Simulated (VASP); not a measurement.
Runs of VASP 6.6.1 on Al. The structure is that of space group I4/mmm (No. 139), or close to it. The cells are those of the table. 

```csv
cell,gap on the mesh (eV),pressure (GPa)
"a = 2.758 Å, angles 111.5, 111.5, 105.4°, 1 atom",none,2.3
"a = 2.758 Å, angles 107.5, 107.5, 113.5°, 1 atom",none,2.4
"a = 2.713 Å, angles 112.3, 112.3, 104.0°, 1 atom",none,(b)
"a = 2.805 Å, angles 106.9, 106.9, 114.8°, 1 atom",none,-1.3
"a = 2.827 Å, angles 107.5, 107.5, 113.4°, 1 atom",none,-3.0
"a = 2.689 Å, angles 111.6, 111.6, 105.3°, 1 atom",none,(a)
```

Alike in all rows: task single point; level PBEsol; potentials or basis VASP PAW PBE potentials, release 64 (Al); no spin polarisation; k mesh 20 × 20 × 20; cutoff (eV) 520; smearing gaussian 0.15 eV.

Q: Estimate the missing entries.

A: (a) 9.8; (b) 7.1.

Caveats: the PAW data sets were made with another functional, which shifts forces and pressure a little.

A gap of «none» marks levels without a gap at the run's occupations.
